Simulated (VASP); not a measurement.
# Te2Mo (P-6m2) in VASP: a series of runs

Runs on Te2Mo. Level: PBE+D3(BJ). Tasks: single point.

Everything below comes from runs of VASP 6.6.1. Logs are shortened: lines on timing, memory, paths and dates and some standing lists are left out, and cuts for length are marked.

**1. The cell of the first run**

It takes space group P-6m2 (No. 187, hexagonal). Conventional cell: a = 3.494 Å, b = 3.494 Å, c = 7.670 Å, α = 90.00°, β = 90.00°, γ = 120.00°. Te (site symmetry 3m) has 3 Mo at 2.72 Å and 6 Te at 3.49 Å within 3.6 Å. Mo (site symmetry -6m2) has 6 Te at 2.72 Å and 6 Mo at 3.49 Å within 3.6 Å.

**2. Single point, PBE+D3(BJ)**

Input file INCAR:

```
SYSTEM = Te2Mo
ALGO = Normal
EDIFF = 1E-7
ENCUT = 520
GGA = PE
ISIF = 2
ISMEAR = 0
IVDW = 12
LASPH = .True.
LCHARG = .False.
LREAL = .False.
LWAVE = .False.
NBANDS = 20
NELM = 80
PREC = Accurate
SIGMA = 0.02
```

Input file KPOINTS:

```
k-points
0
Gamma
  12 12 2
  0 0 0
```

Input file POSCAR:

```
Te2Mo
1.0
    3.4942035739      0.0000000000      0.0000000000
   -1.7471017870      3.0260690610      0.0000000000
    0.0000000000      0.0000000000      7.6699054695
Te Mo
2 1
Direct
    0.3333333333      0.6666666667      0.7627302310
    0.3333333333      0.6666666667      0.2372697690
    0.0000000000      0.0000000000      0.0000000000
```

Potentials or basis: VASP PAW PBE potentials, release 64 (Te, Mo_sv).

On the command line:

```console
$ cat potpaw_PBE.64/Te/POTCAR potpaw_PBE.64/Mo_sv/POTCAR > POTCAR
$ mpirun -np 1 vasp_std > vasp.out
```

OUTCAR:

```text
SYSTEM = Te2Mo
   EDIFF = 1E-7
   ENCUT = 520
   GGA = PE
   ISIF = 2
   ISMEAR = 0
   IVDW = 12
   LASPH = .True.
   LREAL = .False.
   NELM = 80
   PREC = Accurate
 IVDW          = 12

 ion  position               nearest neighbor table
   1  0.333  0.667  0.763-   3 2.72   3 2.72   3 2.72   2 3.64
   2  0.333  0.667  0.237-   3 2.72   3 2.72   3 2.72   1 3.64
   3  0.000  0.000  0.000-   1 2.72   2 2.72   1 2.72   2 2.72   1 2.72   2 2.72

  LATTYP: Found a hexagonal cell.
 ALAT       =     3.4942035739
 C/A-ratio  =     2.1950368109

  Lattice vectors:

 A1 = (   3.4942035739,   0.0000000000,   0.0000000000)
 A2 = (  -1.7471017870,   3.0260690610,   0.0000000000)
 A3 = (   0.0000000000,   0.0000000000,   7.6699054695)

Analysis of symmetry for initial positions (statically):
=====================================================================
 Subroutine PRICEL returns:
 Original cell was already a primitive cell.

 Routine SETGRP: Setting up the symmetry group for a
 hexagonal supercell.

 Subroutine GETGRP returns: Found 12 space group operations
 (whereof 12 operations were pure point group operations)
 out of a pool of 24 trial point group operations.

The static configuration has the point symmetry D_3h.

Analysis of symmetry for dynamics (positions and initial velocities):
=====================================================================
 Subroutine PRICEL returns:
 Original cell was already a primitive cell.

 Routine SETGRP: Setting up the symmetry group for a
 hexagonal supercell.

 Subroutine GETGRP returns: Found 12 space group operations
 (whereof 12 operations were pure point group operations)
 out of a pool of 24 trial point group operations.

The dynamic configuration has the point symmetry D_3h.

 Subroutine INISYM returns: Found 12 space group operations
 (whereof 12 operations are pure point group operations),
 and found     1 'primitive' translations

----------------------------------------------------------------------------------------

                                     Primitive cell

  volume of cell :      81.0993

  direct lattice vectors                    reciprocal lattice vectors
     3.494203574  0.000000000  0.000000000     0.286188248  0.165230862  0.000000000
    -1.747101787  3.026069061  0.000000000     0.000000000  0.330461724  0.000000000
     0.000000000  0.000000000  7.669905469     0.000000000  0.000000000  0.130379703

  length of vectors
     3.494203574  3.494203574  7.669905469     0.330461724  0.330461724  0.130379703

  position of ions in fractional coordinates (direct lattice)
     0.333333333  0.666666667  0.762730231
     0.333333333  0.666666667  0.237269769
     0.000000000  0.000000000  0.000000000

  ion indices of the primitive-cell ions
   primitive index   ion index
                 1           1
                 2           2
                 3           3

----------------------------------------------------------------------------------------

 KPOINTS: k-points

Automatic generation of k-mesh.
 Grid dimensions read from file:
 generate k-points for:   12   12    2

 Generating k-lattice:

  Cartesian coordinates                     Fractional coordinates (reciprocal lattice)
     0.023849021  0.013769239  0.000000000     0.083333333  0.000000000  0.000000000
     0.000000000  0.027538477  0.000000000     0.000000000  0.083333333  0.000000000
     0.000000000  0.000000000  0.065189852     0.000000000  0.000000000  0.500000000

  Length of vectors
     0.027538477  0.027538477  0.065189852

  Shift w.r.t. Gamma in fractional coordinates (k-lattice)
     0.000000000  0.000000000  0.000000000

 Subroutine IBZKPT returns following result:
 ===========================================

 Found     38 irreducible k-points:

 Following reciprocal coordinates:
            Coordinates               Weight
  0.000000  0.000000  0.000000      1.000000
  0.083333  0.000000  0.000000      6.000000
  0.166667  0.000000  0.000000      6.000000
  0.250000  0.000000  0.000000      6.000000
  0.333333 -0.000000  0.000000      6.000000
  0.416667  0.000000  0.000000      6.000000
[... 16 lines left out ...]
  0.250000  0.000000  0.500000      6.000000
  0.333333 -0.000000  0.500000      6.000000
 [... further k-points ...]
   k-points           NKPTS =     38   k-points in BZ     NKDIM =     38   number of bands    NBANDS=     20
   number of dos      NEDOS =    301   number of ions     NIONS =      3
   total plane-waves  NPLWV =  47040
   dimension x,y,z NGX =    28 NGY =   28 NGZ =   60
   dimension x,y,z NGXF=    56 NGYF=   56 NGZF=  120
   ions per type =               2   1
   NGX,Y,Z   is equivalent  to a cutoff of  13.32, 13.32, 13.01 a.u.
   NGXF,Y,Z  is equivalent  to a cutoff of  26.64, 26.64, 26.01 a.u.
 SYSTEM =  Te2Mo
   PREC   = accura    normal or accurate (medium, high low for compatibility)
   ISTART =      0    job   : 0-new  1-cont  2-samecut
   ICHARG =      2    charge: 1-file 2-atom 10-const
   ISPIN  =      1    spin polarized calculation?
   LNONCOLLINEAR =      F non collinear calculations
   LSORBIT =      F    spin-orbit coupling
   LASPH  =      T    aspherical Exc in radial PAW
   ENCUT  =  520.0 eV  38.22 Ry    6.18 a.u.   6.50  6.50 14.26*2*pi/ulx,y,z
   NELM   =     80;   NELMIN=  2; NELMDL= -5     # of ELM steps
   EDIFF  = 0.1E-06   stopping-criterion for ELM
   LREAL  =      F    real-space projection
   EDIFFG = 0.1E-05   stopping-criterion for IOM
   NSW    =      0    number of steps for IOM
   IBRION =     -1    ionic relax: 0-MD 1-quasi-New 2-CG
   NFREE  =      0    steps in history (QN), initial steepest desc. (CG)
   ISIF   =      2    stress and relaxation
   ISYM   =      2    0-nonsym 1-usesym 2-fastsym
   POTIM  = 0.5000    time-step for ionic-motion
   TEBEG  =    0.0;   TEEND  =   0.0 temperature during run
   PSTRESS=    0.0 pullay stress
   NELECT =      26.0000    total number of electrons
   NUPDOWN=      -1.0000    fix difference up-down
   EMIN   =  10.00;   EMAX   =-10.00  energy-range for DOS
   EFERMI =   0.00;   METHOD = LEGACY
   ISMEAR =     0;   SIGMA  =   0.02  broadening in eV -4-tet -1-fermi 0-gaus
   EFERMI_NEDOS =   21; number of points for ismear=-14 and -15
   IALGO  =     38    algorithm
   IMIX   =      4    mixing-type and parameters
     AMIX     =   0.40;   BMIX     =  1.00
     AMIX_MAG =   1.60;   BMIX_MAG =  1.00
  volume/ion in A,a.u.               =      27.03       182.43
  Fermi-wavevector in a.u.,A,eV,Ry     =   1.120453  2.117349 17.080953  1.255415
  Thomas-Fermi vector in A             =   2.257099
   LORBIT       =      0    0 simple, 1 ext, 2 COOP (PROOUT), +10 PAW based schemes
   GGA     = PE    functional components
   LHFCALC =     F    Hartree Fock is set to
   AEXX    =    0.0000 exact exchange contribution
   IVDW    =    12    specifies the selected vdW correction
   LEPSILON=     F    determine dielectric tensor
   LRPA    =     F    only Hartree local field effects (RPA)
 non-spin polarized calculation
 Gauss-broadening in eV      SIGMA  =   0.02
  energy-cutoff  :      520.00
  volume of cell :       81.10
 maximum number of plane-waves:      2237
 NGX is ok and might be reduce to    28
   NGX = 13   NGY = 13   NGZ = 29

 number of electron      26.0000000 magnetization

 Free energy of the ion-electron system (eV)
  ---------------------------------------------------
  ext. energy  EPLUGINS =         0.00000000
  ---------------------------------------------------
  free energy    TOTEN  =       -17.95291237 eV

  energy without entropy =      -17.95291237  energy(sigma->0) =      -17.95291237

 E-fermi :   7.2042     XC(G=0):  -9.8684

 val. band max:        7.0905473783   @ k =   0.3333   0.3333   0.5000
 cond. band min:       8.0385955386   @ k =   0.2500   0.1667   0.0000
 fundamental gap:      0.9480481603
 Fermi energy:         7.2042069304

 k-point     1 :       0.0000    0.0000    0.0000
  band No.  band energies     occupation
      1     -53.5995      2.00000
      2     -27.7821      2.00000
      3     -27.6303      2.00000
      4     -27.6303      2.00000
      5      -5.7529      2.00000
      6      -4.6914      2.00000
[... 12 lines left out ...]
     19      13.8062      0.00000
     20      15.5422      0.00000

 k-point     2 :       0.0833    0.0000    0.0000
  band No.  band energies     occupation
      1     -53.5988      2.00000
      2     -27.7800      2.00000
      3     -27.6397      2.00000
      4     -27.6325      2.00000
      5      -5.6528      2.00000
      6      -4.6214      2.00000
[... 12 lines left out ...]
     19      14.1016      0.00000
     20      15.8971      0.00000

 k-point     3 :       0.1667    0.0000    0.0000
  band No.  band energies     occupation
      1     -53.5968      2.00000
      2     -27.7744      2.00000
      3     -27.6653      2.00000
      4     -27.6385      2.00000
      5      -5.3611      2.00000
      6      -4.4183      2.00000
[... 12 lines left out ...]
     19      14.6508      0.00000
     20      15.2165      0.00000

 k-point     4 :       0.2500    0.0000    0.0000
  band No.  band energies     occupation
      1     -53.5942      2.00000
      2     -27.7667      2.00000
      3     -27.7001      2.00000
      4     -27.6466      2.00000
      5      -4.9081      2.00000
      6      -4.1051      2.00000
[... 12 lines left out ...]
     19      13.8998      0.00000
     20      14.4393      0.00000

 k-point     5 :       0.3333   -0.0000    0.0000
  band No.  band energies     occupation
      1     -53.5915      2.00000
      2     -27.7591      2.00000
      3     -27.7346      2.00000
      4     -27.6547      2.00000
      5      -4.3594      2.00000
      6      -3.7343      2.00000
[... 12 lines left out ...]
     19      13.0166      0.00000
     20      13.7508      0.00000
[... 353 lines left out ...]
      6      -4.7925      2.00000
[... 12 lines left out ...]
     19      14.4157      0.00000
     20      15.6607      0.00000

 k-point    22 :       0.1667    0.0000    0.5000
  band No.  band energies     occupation
      1     -53.5968      2.00000
      2     -27.7744      2.00000
      3     -27.6653      2.00000
      4     -27.6385      2.00000
      5      -5.2530      2.00000
      6      -4.5833      2.00000
[... 12 lines left out ...]
     19      14.5134      0.00000
     20      15.1236      0.00000

 k-point    23 :       0.2500    0.0000    0.5000
  band No.  band energies     occupation
      1     -53.5942      2.00000
      2     -27.7667      2.00000
      3     -27.7001      2.00000
      4     -27.6466      2.00000
      5      -4.7995      2.00000
      6      -4.2603      2.00000
[... 12 lines left out ...]
     19      14.1630      0.00000
     20      14.9236      0.00000

 k-point    24 :       0.3333   -0.0000    0.5000
  band No.  band energies     occupation
      1     -53.5915      2.00000
      2     -27.7591      2.00000
      3     -27.7346      2.00000
      4     -27.6547      2.00000
      5      -4.2512      2.00000
      6      -3.8770      2.00000
[... 12 lines left out ...]
     19      13.2509      0.00000
     20      14.3216      0.00000

 [... further k-points ...]

------------------------ aborting loop because EDIFF is reached ----------------------------------------

 Edisp (eV)   -1.49102

 E8    (eV) :    -0.6881

  FORCE on cell =-STRESS in cart. coord.  units (eV):
  Direction    XX          YY          ZZ          XY          YZ          ZX
  --------------------------------------------------------------------------------------
  -------------------------------------------------------------------------------------
  Total      -0.00833    -0.00833     0.03123     0.00000     0.00000     0.00000
  in kB      -0.16456    -0.16456     0.61694     0.00000     0.00000     0.00000
  external pressure =        0.10 kB  Pullay stress =        0.00 kB

 VOLUME and BASIS-vectors are now :
 -----------------------------------------------------------------------------
  energy-cutoff  :      520.00
  volume of cell :       81.10
      direct lattice vectors                 reciprocal lattice vectors
     3.494203574  0.000000000  0.000000000     0.286188248  0.165230862  0.000000000
    -1.747101787  3.026069061  0.000000000     0.000000000  0.330461724  0.000000000
     0.000000000  0.000000000  7.669905469     0.000000000  0.000000000  0.130379703

 POSITION                                       TOTAL-FORCE (eV/Angst)
 -----------------------------------------------------------------------------------
     -0.00000      2.01738      5.85007         0.000000      0.000000     -0.013696
     -0.00000      2.01738      1.81984         0.000000      0.000000      0.013696
      0.00000      0.00000      0.00000        -0.000000      0.000000      0.000000
 -----------------------------------------------------------------------------------
    total drift:                                0.000000     -0.000000     -0.000000

  FREE ENERGIE OF THE ION-ELECTRON SYSTEM (eV)
  ---------------------------------------------------
  free  energy   TOTEN  =       -19.4439325033 eV

  energy  without entropy=      -19.4439325033  energy(sigma->0) =      -19.44393250
```

It took 38 s on 1 thread of Intel Xeon 6975P-C (Granite Rapids), shared host; peak memory 0.24 GiB.

Results:

```yaml
Free_energy: -19.4439 eV
Pressure: 0.0 GPa
Largest_force: 0.014 eV/Å
Band_gap_on_the_k_mesh: 0.95 eV, indirect (least direct gap 1.18 eV)
Dispersion_energy_per_atom: -0.497 eV
```

Forces on the atoms (eV/Å):
```
Te   0.000  0.000 -0.014
Te   0.000  0.000  0.014
Mo   0.000  0.000  0.000
```

Stress tensor (GPa, compression positive):
```
-0.02  0.00  0.00
 0.00 -0.02  0.00
 0.00  0.00  0.06
```

Caveat: spin-orbit coupling is left out, which moves the levels of the heavy elements. As with any semilocal functional, this PBE gap is likely too small.

**3. Single point, PBE+D3(BJ)**

This run uses another cell than the first one, of 26.89 Å³/atom, 0.995 times its volume.

Input file INCAR:

```
  PREC = Accurate
  ENCUT = 520
  EDIFF = 1E-6
  ISMEAR = 0
  SIGMA = 0.02
  LREAL = False
  LASPH = True
  NELM = 60
  ALGO = Normal
  ISIF = 2
  LWAVE = False
  LCHARG = True
  GGA = PE
  IVDW = 12
  LELF = True
  LVHAR = True
  NBANDS = 20
```

Input file KPOINTS:

```
regular mesh
0
Gamma
  12 12 4
```

Input file POSCAR:

```
Te2Mo
1.0
    3.4952279693      0.0000000000      0.0000000000
   -1.7476139847      3.0269562134      0.0000000000
    0.0000000000      0.0000000000      7.6243809703
Te Mo
2 1
Direct
    0.3333333333      0.6666666667      0.7614145846
    0.3333333333      0.6666666667      0.2385854154
    0.0000000000      0.0000000000      0.0000000000
```

Potentials or basis: VASP PAW PBE potentials, release 64 (Te, Mo_sv).

On the command line:

```console
$ cat potpaw_PBE.64/Te/POTCAR potpaw_PBE.64/Mo_sv/POTCAR > POTCAR
$ mpirun -np 1 vasp_std > vasp.out
```

Run time: 47 s. Hardware: 1 thread of Intel Xeon 6975P-C (Granite Rapids), shared host; peak memory 0.26 GiB.

Results (log left out):

* Free energy: -19.4527 eV
* Pressure: 0.0 GPa
* Largest force: 0.012 eV/Å
* Band gap on the k mesh: 0.94 eV, indirect (least direct gap 1.18 eV)
* Dispersion energy per atom: -0.499 eV

Forces on the atoms (eV/Å):
```
Te   0.000  0.000 -0.012
Te   0.000  0.000  0.012
Mo   0.000  0.000  0.000
```

Stress tensor (GPa, compression positive):
```
-0.01  0.00  0.00
 0.00 -0.01  0.00
 0.00  0.00  0.07
```

Levels at points of the mesh, in eV from the valence-band top:
```tsv
k point	band 10	band 11	band 12	band 13	band 14	band 15	band 16	band 17
(0.00, 0.00, 0.00)	-1.03	-0.98	-0.85	-0.85	3.24	3.24	3.38	3.38
(0.50, 0.00, 0.00)	-2.31	-1.37	-1.04	-0.30	1.46	1.60	3.45	3.80
(0.00, 0.00, 0.50)	-1.64	-0.87	-0.87	-0.23	3.11	3.11	3.52	3.52
(0.50, 0.00, 0.50)	-2.34	-2.26	-0.62	-0.20	1.48	1.87	2.79	3.55
```

Caveat: spin-orbit coupling is left out, which moves the levels of the heavy elements.
